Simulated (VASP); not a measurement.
Crystal: TaPbO4.

```
Ta Pb O
1.0
     0.00000    3.38400    3.38400
     3.38400    0.00000    3.38400
     3.38400    3.38400    0.00000
Ta Pb O
1 1 4
Direct
  0.25000 0.25000 0.25000
  0.00000 0.00000 0.00000
  0.62531 0.62531 0.12408
  0.62531 0.62531 0.62531
  0.12408 0.62531 0.62531
  0.62531 0.12408 0.62531
```

```yaml
Program: VASP 6.6.1
Task: relaxation of cell and atoms
Functional: PBE
Potentials_or_basis: VASP PAW PBE potentials, release 64 (Ta_pv, Pb_d, O)
Cutoff: 600 eV
k_mesh: 4 × 4 × 4
Occupations: gaussian, width 0.1 eV
Spin: collinear spin, ferromagnetic start
Starting_moments: "[1.0, 0.0, 0.0, 0.0, 0.0, 0.0] μB"
```

At the start: pressure -9.3 GPa; volume 12.92 Å³/atom.

Problem. Where does the relaxation end?

Solution. Over 5 steps the energy falls by 39.6 meV/atom and the volume is 11.82 Å³/atom (-8.5 %); space group F-43m (No. 216, to 0.05 Å); moment 2.16 μB per cell.

Step by step:
```csv
step,energy change (eV),largest force (eV/Å),pressure (GPa),volume (Å³)
1,0.0000,0.3105,-9.30,77.50
2,-0.2215,0.1412,3.11,69.39
3,-0.2338,0.1815,0.34,70.70
4,-0.2338,0.1853,0.08,70.83
5,-0.2376,0.0349,-0.06,70.90
```

Final structure:
```yaml
crystal:
  lattice:
    - [0.00000, 3.28498, 3.28498]
    - [3.28498, 0.00000, 3.28498]
    - [3.28498, 3.28498, 0.00000]
  atoms:
    - { symbol: Ta, position: [0.25000, 0.25000, 0.25000] }
    - { symbol: Pb, position: [0.00000, 0.00000, 0.00000] }
    - { symbol: O, position: [0.62352, 0.62352, 0.12945] }
    - { symbol: O, position: [0.62352, 0.62352, 0.62352] }
    - { symbol: O, position: [0.12945, 0.62352, 0.62352] }
    - { symbol: O, position: [0.62352, 0.12945, 0.62352] }
```

Caveat: the k points lie up to 0.41 Å⁻¹ apart in the final cell.
